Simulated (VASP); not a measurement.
# BiTe (I4/mmm) in VASP: notebook

The runs below take BiTe through single point, with PBEsol.

Everything below comes from runs of VASP 6.6.1. Logs are shortened: lines on timing, memory, paths and dates and some standing lists are left out, and cuts for length are marked.

## Step 1: The cell of the first run

It takes space group I4/mmm (No. 139, tetragonal). Conventional cell: a = 4.386 Å, b = 4.386 Å, c = 6.586 Å, α = 90.00°, β = 90.00°, γ = 90.00°. Within 4.1 Å of Bi (site symmetry 4/mmm) lie 6 Te at 3.10 to 3.29 Å. Within 4.1 Å of Te (site symmetry 4/mmm) lie 6 Bi at 3.10 to 3.29 Å.

## Step 2: Single point, PBEsol (strain -0.030 along x and y, +0.030 along z)

Input file INCAR:

```
PREC = Accurate
ENCUT = 500
EDIFF = 1E-6
ISMEAR = 0
SIGMA = 0.15
LREAL = F
LASPH = T
NELM = 120
ALGO = Normal
ISIF = 2
LWAVE = F
LCHARG = F
GGA = PS
NBANDS = 18
GGA_COMPAT = F
```

Input file KPOINTS:

```
regular mesh
0
Gamma
  16 16 16
```

Input file POSCAR:

```
BiTe
1.0
    0.0000000000      3.1012392129      3.2930684425
    3.1012392129      0.0000000000      3.2930684425
    3.1012392129      3.1012392129      0.0000000000
Bi Te
1 1
Direct
    0.0000000000      0.0000000000      0.0000000000
    0.5000000000      0.5000000000      0.5000000000
```

Potentials or basis: VASP PAW PBE potentials, release 64 (Bi_d, Te).

Run with:

```
> cat potpaw_PBE.64/Bi_d/POTCAR potpaw_PBE.64/Te/POTCAR > POTCAR
> mpirun -np 1 vasp_std > vasp.out
```

OUTCAR:

```text
PREC = Accurate
   ENCUT = 500
   EDIFF = 1E-6
   ISMEAR = 0
   LREAL = F
   LASPH = T
   NELM = 120
   ISIF = 2
   GGA = PS

 ion  position               nearest neighbor table
   1  0.000  0.000  0.000-   2 3.10   2 3.10   2 3.10   2 3.10   2 3.29   2 3.29
   2  0.500  0.500  0.500-   1 3.10   1 3.10   1 3.10   1 3.10   1 3.29   1 3.29

  LATTYP: Found a body centered tetragonal cell.
 ALAT       =     4.3858145550
 C/A-ratio  =     1.5016906899

  Lattice vectors:

 A1 = (  -3.1012392129,   0.0000000000,   3.2930684425)
 A2 = (   3.1012392129,   0.0000000000,   3.2930684425)
 A3 = (   0.0000000000,   3.1012392129,  -3.2930684425)

Analysis of symmetry for initial positions (statically):
=====================================================================
 Subroutine PRICEL returns:
 Original cell was already a primitive cell.

 Routine SETGRP: Setting up the symmetry group for a
 body centered tetragonal supercell.

 Subroutine GETGRP returns: Found 16 space group operations
 (whereof 16 operations were pure point group operations)
 out of a pool of 16 trial point group operations.

The static configuration has the point symmetry D_4h.

Analysis of symmetry for dynamics (positions and initial velocities):
=====================================================================
 Subroutine PRICEL returns:
 Original cell was already a primitive cell.

 Routine SETGRP: Setting up the symmetry group for a
 body centered tetragonal supercell.

 Subroutine GETGRP returns: Found 16 space group operations
 (whereof 16 operations were pure point group operations)
 out of a pool of 16 trial point group operations.

The dynamic configuration has the point symmetry D_4h.

 Subroutine INISYM returns: Found 16 space group operations
 (whereof 16 operations are pure point group operations),
 and found     1 'primitive' translations

----------------------------------------------------------------------------------------

                                     Primitive cell

  volume of cell :      63.3434

  direct lattice vectors                    reciprocal lattice vectors
     0.000000000  3.101239213  3.293068443    -0.161225873  0.161225873  0.151834075
     3.101239213  0.000000000  3.293068443     0.161225873 -0.161225873  0.151834075
     3.101239213  3.101239213  0.000000000     0.161225873  0.161225873 -0.151834075

  length of vectors
     4.523492503  4.523492503  4.385814555     0.273936399  0.273936399  0.273936399

  position of ions in fractional coordinates (direct lattice)
[... 79 lines left out ...]
   EDIFF  = 0.1E-05   stopping-criterion for ELM
   LREAL  =      F    real-space projection
   EDIFFG = 0.1E-04   stopping-criterion for IOM
   NSW    =      0    number of steps for IOM
   IBRION =     -1    ionic relax: 0-MD 1-quasi-New 2-CG
   NFREE  =      0    steps in history (QN), initial steepest desc. (CG)
   ISIF   =      2    stress and relaxation
   ISYM   =      2    0-nonsym 1-usesym 2-fastsym
   POTIM  = 0.5000    time-step for ionic-motion
   TEBEG  =    0.0;   TEEND  =   0.0 temperature during run
   PSTRESS=    0.0 pullay stress
   NELECT =      21.0000    total number of electrons
   NUPDOWN=      -1.0000    fix difference up-down
   EMIN   =  10.00;   EMAX   =-10.00  energy-range for DOS
   EFERMI =   0.00;   METHOD = LEGACY
   ISMEAR =     0;   SIGMA  =   0.15  broadening in eV -4-tet -1-fermi 0-gaus
   EFERMI_NEDOS =   21; number of points for ismear=-14 and -15
   IALGO  =     38    algorithm
   IMIX   =      4    mixing-type and parameters
     AMIX     =   0.40;   BMIX     =  1.00
     AMIX_MAG =   1.60;   BMIX_MAG =  1.00
  volume/ion in A,a.u.               =      31.67       213.73
  Fermi-wavevector in a.u.,A,eV,Ry     =   1.133046  2.141146 17.467064  1.283793
  Thomas-Fermi vector in A             =   2.269748
   LORBIT       =      0    0 simple, 1 ext, 2 COOP (PROOUT), +10 PAW based schemes
   GGA     = PS    functional components
   LHFCALC =     F    Hartree Fock is set to
   AEXX    =    0.0000 exact exchange contribution
   IVDW    =     0    specifies the selected vdW correction
   LEPSILON=     F    determine dielectric tensor
   LRPA    =     F    only Hartree local field effects (RPA)
 non-spin polarized calculation
 Gauss-broadening in eV      SIGMA  =   0.15
  energy-cutoff  :      500.00
  volume of cell :       63.34
 maximum number of plane-waves:      1640
 NGX is ok and might be reduce to    36
   NGX = 17   NGY = 17   NGZ = 15

 number of electron      20.9999999 magnetization

 Free energy of the ion-electron system (eV)
  ---------------------------------------------------
  ext. energy  EPLUGINS =         0.00000000
  ---------------------------------------------------
  free energy    TOTEN  =        -7.93335770 eV

  energy without entropy =       -7.91826569  energy(sigma->0) =       -7.92581169

 E-fermi :   7.3170     XC(G=0):  -9.8869

 val. band max:        7.3136691084   @ k =  -0.4375   0.1250   0.0000
 cond. band min:       7.3256651585   @ k =  -0.2500   0.2500   0.0000
 fundamental gap:      0.0119960501
 Fermi energy:         7.3169994137

 k-point     1 :       0.0000    0.0000    0.0000
  band No.  band energies     occupation
      1     -15.8050      2.00000
      2     -15.7951      2.00000
      3     -15.7632      2.00000
      4     -15.7625      2.00000
      5     -15.7625      2.00000
      6      -6.7280      2.00000
[... 481 lines left out ...]
      5     -15.7620      2.00000
      6      -6.6185      2.00000
[... 10 lines left out ...]
     17      12.9990      0.00000
     18      14.4715      0.00000

 [... further k-points ...]

------------------------ aborting loop because EDIFF is reached ----------------------------------------

  FORCE on cell =-STRESS in cart. coord.  units (eV):
  Direction    XX          YY          ZZ          XY          YZ          ZX
  --------------------------------------------------------------------------------------
  -------------------------------------------------------------------------------------
  Total        1.6741671      1.6741671     -0.6456647      0.0000000      0.0000000      0.0000000
  in kB       42.3455802     42.3455802    -16.3311342      0.0000000      0.0000000      0.0000000
  external PRESSURE =      22.7866754 kB  Pullay stress =       0.0000000 kB

 VOLUME and BASIS-vectors are now :
 -----------------------------------------------------------------------------
  energy-cutoff  :      500.00
  volume of cell :       63.34
      direct lattice vectors                 reciprocal lattice vectors
     0.000000000  3.101239213  3.293068443    -0.161225873  0.161225873  0.151834075
     3.101239213  0.000000000  3.293068443     0.161225873 -0.161225873  0.151834075
     3.101239213  3.101239213  0.000000000     0.161225873  0.161225873 -0.151834075

 POSITION                                       TOTAL-FORCE (eV/Angst)
 -----------------------------------------------------------------------------------
      0.00000      0.00000      0.00000         0.000000      0.000000      0.000000
      3.10124      3.10124      3.29307        -0.000000     -0.000000      0.000000
 -----------------------------------------------------------------------------------
    total drift:                               -0.000000      0.000000      0.000000

  FREE ENERGIE OF THE ION-ELECTRON SYSTEM (eV)
  ---------------------------------------------------
  free  energy   TOTEN  =        -7.9333576964 eV

  energy  without entropy=       -7.9182656879  energy(sigma->0) =       -7.92581169
```

Run time: 2.1 min. Hardware: 1 thread of Intel Xeon 6975P-C (Granite Rapids), shared host; peak memory 0.49 GiB.

Results:

* Free energy: -7.9334 eV
* Pressure: 2.3 GPa
* Band gap on the k mesh: zero (an odd number of electrons rules out a gap without spin polarisation)

Caveat: the cell differs from its parent crystal (strain -0.030 along x and y, +0.030 along z); the stress differs along the axes, from -2 to 4 GPa; the PAW data sets were made with another functional, which shifts forces and pressure a little; spin-orbit coupling is left out, which moves the levels of the heavy elements.

## Step 3: Single point, PBEsol (strain +0.000 along x and y, -0.030 along z)

INCAR is that of step 2.

KPOINTS is that of step 2.

Input file POSCAR:

```
BiTe
1.0
    0.0000000000      3.1971538277      3.1012392129
    3.1971538277      0.0000000000      3.1012392129
    3.1971538277      3.1971538277      0.0000000000
Bi Te
1 1
Direct
    0.0000000000      0.0000000000      0.0000000000
    0.5000000000      0.5000000000      0.5000000000
```

Potentials or basis: VASP PAW PBE potentials, release 64 (Bi_d, Te).

Run with:

```
> cat potpaw_PBE.64/Bi_d/POTCAR potpaw_PBE.64/Te/POTCAR > POTCAR
> mpirun -np 1 vasp_std > vasp.out
```

Run time: 1.9 min. Hardware: 1 thread of Intel Xeon 6975P-C (Granite Rapids), shared host; peak memory 0.48 GiB.

Results (log left out):

* Free energy: -7.9695 eV
* Pressure: 1.9 GPa
* Band gap on the k mesh: zero (an odd number of electrons rules out a gap without spin polarisation)

Stress tensor (GPa, compression positive):
```
0.81 0.00 0.00
0.00 0.81 0.00
0.00 0.00 4.14
```

Levels at points of the mesh, in eV from the Fermi level:
| k point | band 6 | band 7 | band 8 | band 9 | band 10 | band 11 | band 12 | band 13 | band 14 | band 15 |
| --- | --- | --- | --- | --- | --- | --- | --- | --- | --- | --- |
| (0.00, 0.00, 0.00) | -14.02 | -7.88 | -3.00 | -2.57 | -2.57 | 2.04 | 2.04 | 2.81 | 4.46 | 4.46 |
| (0.50, 0.00, 0.00) | -11.87 | -11.51 | -2.07 | -2.03 | -1.55 | -0.94 | -0.78 | -0.64 | 7.39 | 7.88 |
| (0.50, 0.50, 0.00) | -11.80 | -10.22 | -6.21 | -4.37 | -4.37 | 1.88 | 3.84 | 3.84 | 5.78 | 8.90 |
| (0.50, 0.00, 0.50) | -12.15 | -9.85 | -6.10 | -4.52 | -4.10 | 1.96 | 3.55 | 4.36 | 5.30 | 8.76 |

Caveat: the cell differs from its parent crystal (strain +0.000 along x and y, -0.030 along z); the PAW data sets were made with another functional, which shifts forces and pressure a little; spin-orbit coupling is left out, which moves the levels of the heavy elements.
